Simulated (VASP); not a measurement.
Write the native input for VASP 6.6.1 that does the following.

* Task: single point
* Functional: PBE
* Potentials or basis: VASP PAW PBE potentials, release 64 (Cd)
* Cutoff: 520 eV
* k mesh: 21 × 21 × 10
* Occupations: gaussian, width 0.1 eV
* Spin: no spin polarisation
* Dipole correction: no
* Further INCAR settings: ALGO = Fast; EDIFF = 1e-07; NBANDS = 19

The structure of Cd lies in POSCAR:

```
Cd
1.0
    2.8339580311      0.0000000000      0.0000000000
   -1.4169790155      2.4542796482      0.0000000000
    0.0000000000      0.0000000000      6.0374402646
Cd
2
Direct
    0.3333333333      0.6666666667      0.2500000000
    0.6666666667      0.3333333333      0.7500000000
```

This cell differs from its parent crystal: biaxial strain in the a-b plane: -6.0 %.

These files were run (other wordings do the same):

INCAR

```
PREC     = Accurate       # precision mode
ENCUT    = 520            # plane-wave cutoff, eV
EDIFF    = 1E-7           # SCF threshold, eV
ISMEAR   = 0              # smearing method
SIGMA    = 0.1            # smearing width, eV
LREAL    = False          # projectors in reciprocal space
LASPH    = True           # aspherical terms in the spheres
NELM     = 80             # most SCF steps
ALGO     = Fast           # electronic algorithm
ISIF     = 2              # what is computed and relaxed
LWAVE    = False          # write WAVECAR
LCHARG   = False          # write CHGCAR
GGA      = PE             # functional
NBANDS   = 19             # bands
```

KPOINTS

```
Automatic mesh
0
Gamma
  21 21 10
```

Potentials or basis: VASP PAW PBE potentials, release 64 (Cd).

Launch:

```bash
$ cat potpaw_PBE.64/Cd/POTCAR > POTCAR
$ mpirun -np 1 vasp_std > vasp.out
```

It gave:

```
Pressure               : 9.0 GPa
Band gap on the k mesh : zero (bands 12 and 13 overlap by 5.34 eV)
```

Caveat: the cell differs from its parent crystal (biaxial strain in the a-b plane: -6.0 %); the cell stands under pressure.

Run time: 59 s on 1 thread of Intel(R) Xeon(R) 6975P-C (Granite Rapids) (shared host), peak memory 0.3 GiB.
